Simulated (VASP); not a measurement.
Write the native input for VASP 6.6.1 that does the following.

- Task: single point
- Functional: r2SCAN
- Potentials or basis: VASP PAW PBE potentials, release 64 (Si, O)
- Cutoff: 520 eV
- k mesh: 6 × 6 × 4
- Occupations: gaussian, width 0.01 eV
- Spin: no spin polarisation
- Dipole correction: no
- Further INCAR settings: ALGO = Normal; EDIFF = 1e-06; NBANDS = 44

Crystal: SiO2 (Cristobalite).

```
Si O
1.0
     4.97917    0.00000    0.00000
     0.00000    4.97917    0.00000
     0.00000    0.00000    6.91487
Si O
4 8
Direct
  0.30246 0.30246 0.00000
  0.19754 0.80246 0.25000
  0.69754 0.69754 0.50000
  0.80246 0.19754 0.75000
  0.23817 0.10927 0.18146
  0.39073 0.73817 0.43146
  0.76183 0.89073 0.68146
  0.60927 0.26183 0.93146
  0.73817 0.39073 0.56854
  0.89073 0.76183 0.31854
  0.26183 0.60927 0.06854
  0.10927 0.23817 0.81854
```

The input as run:

POSCAR

```
SiO2
1.0
    4.9791653256      0.0000000000      0.0000000000
    0.0000000000      4.9791653256      0.0000000000
    0.0000000000      0.0000000000      6.9148709668
Si O
4 8
Direct
    0.3024592541      0.3024592541      0.0000000000
    0.1975407459      0.8024592541      0.2500000000
    0.6975407459      0.6975407459      0.5000000000
    0.8024592541      0.1975407459      0.7500000000
    0.2381682781      0.1092716079      0.1814551378
    0.3907283921      0.7381682781      0.4314551378
    0.7618317219      0.8907283921      0.6814551378
    0.6092716079      0.2618317219      0.9314551378
    0.7381682781      0.3907283921      0.5685448622
    0.8907283921      0.7618317219      0.3185448622
    0.2618317219      0.6092716079      0.0685448622
    0.1092716079      0.2381682781      0.8185448622
```

INCAR.step1

```
SYSTEM = SiO2
ALGO     = Normal         ! electronic algorithm
EDIFF    = 1E-4           ! SCF threshold, eV
ENCUT    = 520            ! plane-wave cutoff, eV
GGA      = PE             ! functional
ISMEAR   = 0              ! smearing method
LASPH    = .TRUE.         ! aspherical terms in the spheres
LCHARG   = .FALSE.        ! write CHGCAR
LREAL    = .FALSE.        ! projectors in reciprocal space
LWAVE    = .TRUE.         ! write WAVECAR
NBANDS   = 44             ! bands
NELM     = 60             ! most SCF steps
PREC     = Accurate       ! precision mode
SIGMA    = 0.01           ! smearing width, eV
```

INCAR.step2

```
SYSTEM = SiO2
ALGO     = Normal         ! electronic algorithm
EDIFF    = 1E-6           ! SCF threshold, eV
ENCUT    = 520            ! plane-wave cutoff, eV
ISIF     = 2              ! what is computed and relaxed
ISMEAR   = 0              ! smearing method
ISTART   = 1            
LASPH    = .TRUE.         ! aspherical terms in the spheres
LCHARG   = .TRUE.         ! write CHGCAR
LELF     = .TRUE.         ! ELF
LMIXTAU  = .TRUE.       
LREAL    = .FALSE.        ! projectors in reciprocal space
LVHAR    = .TRUE.       
LWAVE    = .FALSE.        ! write WAVECAR
METAGGA  = R2SCAN         ! meta-GGA
NBANDS   = 44             ! bands
NELM     = 60             ! most SCF steps
PREC     = Accurate       ! precision mode
SIGMA    = 0.01           ! smearing width, eV
```

KPOINTS

```
k-points
0
G
  6 6 4
  0 0 0
```

Potentials or basis: VASP PAW PBE potentials, release 64 (Si, O).

Launch:

```sh
$ cat potpaw_PBE.64/Si/POTCAR potpaw_PBE.64/O/POTCAR > POTCAR
$ cp INCAR.step1 INCAR
$ mpirun -np 1 vasp_std > vasp.out
$ cp INCAR.step2 INCAR
$ mpirun -np 1 vasp_std > vasp.out
```

Results of the run:

The pressure is 0.2 GPa and the largest force is 0.027 eV/Å. The band gap on the k mesh is 6.35 eV, direct.

Caveat: the PAW data sets were made with another functional, which shifts forces and pressure a little.

Run time: 8.4 min on 1 thread of AMD EPYC 9R45 96-Core Processor (Zen 5) (shared host), peak memory 0.36 GiB.
